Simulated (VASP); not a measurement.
# Hg (P6/mmm) in VASP: further runs

Runs on Hg. Level: PBEsol. Tasks: single point.

Program: VASP 6.6.1. These are calculated values, not measurements. Logs are shortened: lines on timing, memory, paths and dates and some standing lists are left out, and cuts for length are marked.

### 1 The cell of the first run

Symmetry: P6/mmm, No. 191, hexagonal system. The conventional cell has a = 2.469 Å, b = 2.469 Å, c = 2.385 Å, α = 90.00°, β = 90.00°, γ = 120.00°. Hg (site symmetry 6/mmm) has 8 Hg at 2.38 to 2.47 Å within 3.2 Å.

### 2 Single point, PBEsol

Contents of INCAR:

```
ALGO     = Normal         # electronic algorithm
EDIFF    = 1E-6           # SCF threshold, eV
ENCUT    = 520            # plane-wave cutoff, eV
GGA      = PS             # functional
ISIF     = 2              # what is computed and relaxed
ISMEAR   = -1             # smearing method
LASPH    = T              # aspherical terms in the spheres
LCHARG   = F              # write CHGCAR
LREAL    = F              # projectors in reciprocal space
LWAVE    = F              # write WAVECAR
NBANDS   = 12             # bands
NELM     = 100            # most SCF steps
PREC     = Accurate       # precision mode
SIGMA    = 0.05           # smearing width, eV
```

Contents of KPOINTS:

```
k-points
0
Gamma
  18 18 16
```

Contents of POSCAR:

```
Hg
1.0
    2.4686923177      0.0000000000      0.0000000000
   -1.2343461588      2.1379502612      0.0000000000
    0.0000000000      0.0000000000      2.3846400928
Hg
1
Direct
    0.0000000000      0.0000000000      0.0000000000
```

Potentials or basis: VASP PAW PBE potentials, release 64 (Hg).

Run with:

```console
> cat potpaw_PBE.64/Hg/POTCAR > POTCAR
> mpirun -np 1 vasp_std > vasp.out
```

OUTCAR:

```text
EDIFF = 1E-6
   ENCUT = 520
   GGA = PS
   ISIF = 2
   ISMEAR = -1
   LASPH = T
   LREAL = F
   NELM = 100
   PREC = Accurate

 ion  position               nearest neighbor table
   1  0.000  0.000  0.000-

  LATTYP: Found a hexagonal cell.
 ALAT       =     2.4686923177
 C/A-ratio  =     0.9659527336

  Lattice vectors:

 A1 = (   2.4686923177,   0.0000000000,   0.0000000000)
 A2 = (  -1.2343461588,   2.1379502612,   0.0000000000)
 A3 = (   0.0000000000,   0.0000000000,   2.3846400928)

Analysis of symmetry for initial positions (statically):
=====================================================================
 Subroutine PRICEL returns:
 Original cell was already a primitive cell.

 Routine SETGRP: Setting up the symmetry group for a
 hexagonal supercell.

 Subroutine GETGRP returns: Found 24 space group operations
 (whereof 24 operations were pure point group operations)
 out of a pool of 24 trial point group operations.

The static configuration has the point symmetry D_6h.

Analysis of symmetry for dynamics (positions and initial velocities):
=====================================================================
 Subroutine PRICEL returns:
 Original cell was already a primitive cell.

 Routine SETGRP: Setting up the symmetry group for a
 hexagonal supercell.

 Subroutine GETGRP returns: Found 24 space group operations
 (whereof 24 operations were pure point group operations)
 out of a pool of 24 trial point group operations.

The dynamic configuration has the point symmetry D_6h.

 Subroutine INISYM returns: Found 24 space group operations
 (whereof 24 operations are pure point group operations),
 and found     1 'primitive' translations

----------------------------------------------------------------------------------------

                                     Primitive cell

  volume of cell :      12.5860

  direct lattice vectors                    reciprocal lattice vectors
     2.468692318  0.000000000  0.000000000     0.405072756  0.233868865  0.000000000
    -1.234346159  2.137950261  0.000000000     0.000000000  0.467737729  0.000000000
     0.000000000  0.000000000  2.384640093     0.000000000  0.000000000  0.419350494

  length of vectors
     2.468692318  2.468692318  2.384640093     0.467737729  0.467737729  0.419350494

  position of ions in fractional coordinates (direct lattice)
     0.000000000  0.000000000  0.000000000

  ion indices of the primitive-cell ions
   primitive index   ion index
                 1           1

[... 78 lines left out ...]
   ISYM   =      2    0-nonsym 1-usesym 2-fastsym
   POTIM  = 0.5000    time-step for ionic-motion
   TEBEG  =    0.0;   TEEND  =   0.0 temperature during run
   PSTRESS=    0.0 pullay stress
   NELECT =      12.0000    total number of electrons
   NUPDOWN=      -1.0000    fix difference up-down
   EMIN   =  10.00;   EMAX   =-10.00  energy-range for DOS
   EFERMI =   0.00;   METHOD = LEGACY
   ISMEAR =    -1;   SIGMA  =   0.05  broadening in eV -4-tet -1-fermi 0-gaus
   EFERMI_NEDOS =   21; number of points for ismear=-14 and -15
   IALGO  =     38    algorithm
   IMIX   =      4    mixing-type and parameters
     AMIX     =   0.40;   BMIX     =  1.00
     AMIX_MAG =   1.60;   BMIX_MAG =  1.00
  volume/ion in A,a.u.               =      12.59        84.93
  Fermi-wavevector in a.u.,A,eV,Ry     =   1.611287  3.044890 35.324048  2.596244
  Thomas-Fermi vector in A             =   2.706701
   LORBIT       =      0    0 simple, 1 ext, 2 COOP (PROOUT), +10 PAW based schemes
   GGA     = PS    functional components
   LHFCALC =     F    Hartree Fock is set to
   AEXX    =    0.0000 exact exchange contribution
   IVDW    =     0    specifies the selected vdW correction
   LEPSILON=     F    determine dielectric tensor
   LRPA    =     F    only Hartree local field effects (RPA)
 non-spin polarized calculation
  energy-cutoff  :      520.00
  volume of cell :       12.59
 maximum number of plane-waves:       352
   NGX =  9   NGY =  9   NGZ =  9

 number of electron      12.0000001 magnetization

 Free energy of the ion-electron system (eV)
  ---------------------------------------------------
  ext. energy  EPLUGINS =         0.00000000
  ---------------------------------------------------
  free energy    TOTEN  =         3.75458678 eV

  energy without entropy =        3.75695063  energy(sigma->0) =        3.75576871

 E-fermi :  11.3883     XC(G=0): -14.7009

 val. band max:       11.3690974226   @ k =   0.5000  -0.0000   0.1250
 cond. band min:      11.4289152711   @ k =   0.5000  -0.0000   0.1875
 fundamental gap:      0.0598178486
 Fermi energy:        11.3883250124

 k-point     1 :       0.0000    0.0000    0.0000
  band No.  band energies     occupation
      1      -6.2283      2.00000
      2      -3.9294      2.00000
      3      -0.6735      2.00000
      4      -0.6735      2.00000
      5       3.7140      2.00000
      6       3.7140      2.00000
      7      23.0777      0.00000
      8      24.3952      0.00000
      9      31.2188      0.00000
     10      31.2188      0.00000
     11      31.8074      0.00000
     12      37.6715      0.00000
[... 331 lines left out ...]
 k-point    24 :       0.3889    0.1111    0.0000
  band No.  band energies     occupation
      1      -3.7106      2.00000
      2      -2.7209      2.00000
      3       1.0156      2.00000
      4       1.9477      2.00000
      5       2.8735      2.00000
      6       6.3892      2.00000
      7      12.1011      0.00000
      8      19.6411      0.00000
      9      28.2052      0.00000
     10      32.6465      0.00000
     11      33.2655      0.00000
     12      38.1442      0.00000

 [... further k-points ...]

------------------------ aborting loop because EDIFF is reached ----------------------------------------

  FORCE on cell =-STRESS in cart. coord.  units (eV):
  Direction    XX          YY          ZZ          XY          YZ          ZX
  --------------------------------------------------------------------------------------
  -------------------------------------------------------------------------------------
  Total       19.1709413     19.1709413     19.1438386      0.0000000     -0.0000000     -0.0000000
  in kB     2440.4314593   2440.4314592   2436.9813299      0.0000001     -0.0000000     -0.0000000
  external PRESSURE =    2439.2814162 kB  Pullay stress =       0.0000000 kB

 VOLUME and BASIS-vectors are now :
 -----------------------------------------------------------------------------
  energy-cutoff  :      520.00
  volume of cell :       12.59
      direct lattice vectors                 reciprocal lattice vectors
     2.468692318  0.000000000  0.000000000     0.405072756  0.233868865  0.000000000
    -1.234346159  2.137950261  0.000000000     0.000000000  0.467737729  0.000000000
     0.000000000  0.000000000  2.384640093     0.000000000  0.000000000  0.419350494

 POSITION                                       TOTAL-FORCE (eV/Angst)
 -----------------------------------------------------------------------------------
      0.00000      0.00000      0.00000        -0.000000      0.000000      0.000000
 -----------------------------------------------------------------------------------
    total drift:                                0.000000      0.000000      0.000000

  FREE ENERGIE OF THE ION-ELECTRON SYSTEM (eV)
  ---------------------------------------------------
  free  energy   TOTEN  =         3.7545867830 eV

  energy  without entropy=        3.7569506287  energy(sigma->0) =        3.75576871
```

It took 16 s on 1 thread of Intel Xeon 6975P-C (Granite Rapids), shared host; peak memory 0.16 GiB.

Results:

```yaml
Free_energy: 3.7546 eV
Pressure: 243.9 GPa
Band_gap_on_the_k_mesh: zero (band 6 reaches 15.08 eV, above the bottom of band 7 at 9.58 eV)
```

Caveat: the PAW data sets were made with another functional, which shifts forces and pressure a little; spin-orbit coupling is left out, which moves the levels of the heavy elements.

### 3 Single point, PBEsol

Contents of INCAR:

```
  ALGO = Normal
  EDIFF = 1E-7
  ENCUT = 520
  GGA = PS
  ISIF = 2
  ISMEAR = -1
  LASPH = True
  LCHARG = True
  LELF = True
  LREAL = False
  LVHAR = True
  LWAVE = False
  NBANDS = 12
  NELM = 100
  PREC = Accurate
  SIGMA = 0.05
```

KPOINTS is that of step 2.

Contents of POSCAR:

```
Hg
1.0
    2.4688220036      0.0000000000      0.0000000000
   -1.2344110018      2.1380625725      0.0000000000
    0.0000000000      0.0000000000      2.3847489313
Hg
1
Direct
    0.0000000000      0.0000000000      0.0000000000
```

Potentials or basis: VASP PAW PBE potentials, release 64 (Hg).

Run with:

```console
> cat potpaw_PBE.64/Hg/POTCAR > POTCAR
> mpirun -np 1 vasp_std > vasp.out
```

Run time: 16 s. Hardware: 1 thread of Intel Xeon 6975P-C (Granite Rapids), shared host; peak memory 0.16 GiB.

It converged, with:

```yaml
Free_energy: 3.7517 eV
Pressure: 243.8 GPa
Band_gap_on_the_k_mesh: zero (band 6 reaches 15.08 eV, above the bottom of band 7 at 9.58 eV)
```

Stress tensor (GPa, compression positive):
```
243.88   0.00   0.00
  0.00 243.88   0.00
  0.00   0.00 243.55
```

Levels at points of the mesh, in eV from the Fermi level:
```
           k point  band 4  band 5  band 6  band 7  band 8  band 9
(0.00, 0.00, 0.00)  -12.06   -7.67   -7.67   11.69   13.01   19.83
(0.50, 0.00, 0.00)   -8.30   -7.10   -6.53   -0.07   10.10   16.21
(0.00, 0.00, 0.50)  -10.09  -10.09   -7.82   -1.81   16.94   20.57
(0.50, 0.00, 0.50)   -6.88   -5.99   -0.15    0.32    7.86   11.24
```

Caveat: the PAW data sets were made with another functional, which shifts forces and pressure a little; spin-orbit coupling is left out, which moves the levels of the heavy elements.
